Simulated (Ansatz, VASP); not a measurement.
# Two plane-wave programs on Bi2Te3

```xyz
5
Lattice="2.1939 1.2666 10.1015 -2.1939 1.2666 10.1015 0.0000 -2.5333 10.1015" Properties=species:S:1:pos:R:3 pbc="T T T"
Bi    0.0000    0.0000   12.1251
Bi    0.0000    0.0000   18.1793
Te    0.0000    0.0000    0.0000
Te    0.0000    0.0000    6.3468
Te    0.0000    0.0000   23.9576
```

Alike in both runs: functional PBE; dispersion D3(BJ); k mesh 9 × 9 × 9; occupations gaussian, width 0.02 eV; no spin polarisation.

Ansatz relaxed the structure, and its values are those at the end. VASP's run is a single point on that final structure, the one shown.

```csv
,VASP,Ansatz
version,VASP 6.6.1,Ansatz 0.2.0
potentials or method,"VASP PAW PBE potentials, release 64 (Bi_d, Te), cutoff 520 eV","scalar-relativistic, plane waves, PAW"
valence electrons in the cell,48,78
```

```csv
,VASP,Ansatz,Ansatz less VASP
gap on the k mesh at the Fermi level (eV),0.25,0.26,+0.011
least direct gap on the mesh (eV),0.25,0.26,+0.011
pressure (GPa),0.0,0.0,+0.02
rms of the force components (eV/Å),0.007,0.001,-0.0054
```

VASP's potentials hold 48 valence electrons a cell and Ansatz's 78, so a difference there can come from the potentials and not from the codes.

Neither program's run includes spin-orbit coupling.
